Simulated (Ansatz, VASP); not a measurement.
**Two plane-wave programs on WSe2**

Contents of INCAR:

```
ALGO = Normal
DIPOL = 0.5 0.5 0.500
EDIFF = 1E-6
ENCUT = 520
GGA = PE
IDIPOL = 3
ISIF = 2
ISMEAR = 0
IVDW = 12
LASPH = T
LCHARG = F
LDIPOL = T
LREAL = F
LWAVE = F
NBANDS = 20
NELM = 100
PREC = Accurate
SIGMA = 0.02
```

The input KPOINTS:

```
k-points
0
Gamma
  9 9 1
```

POSCAR

```
WSe2
1.0
    3.3730000000      0.0000000000      0.0000000000
   -1.6865000000      2.9211036870      0.0000000000
    0.0000000000      0.0000000000     32.7373831004
Se W
2 1
Direct
    0.3333333333      0.6666666667      0.4467581146
    0.3333333333      0.6666666667      0.5532418854
    0.6666666667      0.3333333333      0.5000000000
```

Input for Ansatz:

```yaml
crystal:
  lattice:
    - [3.373, 0.0, 0.0]
    - [-1.6865, 2.921103687, 0.0]
    - [0.0, 0.0, 32.7373831004]
  atoms:
    - { symbol: Se, position: [0.3333333333, 0.6666666667, 0.4467581146] }
    - { symbol: W, position: [0.6666666667, 0.3333333333, 0.5] }
    - { symbol: Se, position: [0.3333333333, 0.6666666667, 0.5532418854] }
  periodic: [true, true, false]
basis:
  ecutwfc: 420
kpoints:
  mp_grid: { grid: [9, 9, 1] }
hamiltonian:
  xc: pbe
  pseudopotentials: { kind: paw, azcp: { folder: soft_1 } }
  dispersion: d3bj
scf:
  occupations: { method: gaussian, width: 0.02 }
output:
  forces: true
  stress: true
  eigenvalues: true
```

Alike in both runs: task single point; functional PBE; dispersion D3(BJ); k mesh 9 × 9 × 1; occupations gaussian, width 0.02 eV; no spin polarisation.

```csv
,VASP,Ansatz
version,VASP 6.6.1,Ansatz 0.2.0
potentials or method,"VASP PAW PBE potentials, release 64 (Se, W_sv), cutoff 520 eV","scalar-relativistic, plane waves, PAW"
valence electrons in the cell,26,46
```

```csv
,VASP,Ansatz,Ansatz less VASP
gap on the k mesh at the Fermi level (eV),1.51,1.51,+0.003
least direct gap on the mesh (eV),1.51,1.51,+0.003
rms of the force components (eV/Å),0.628,0.643,+0.0156
```

VASP's potentials hold 26 valence electrons a cell and Ansatz's 46, so a difference there can come from the potentials and not from the codes.

Spin-orbit coupling is off throughout.
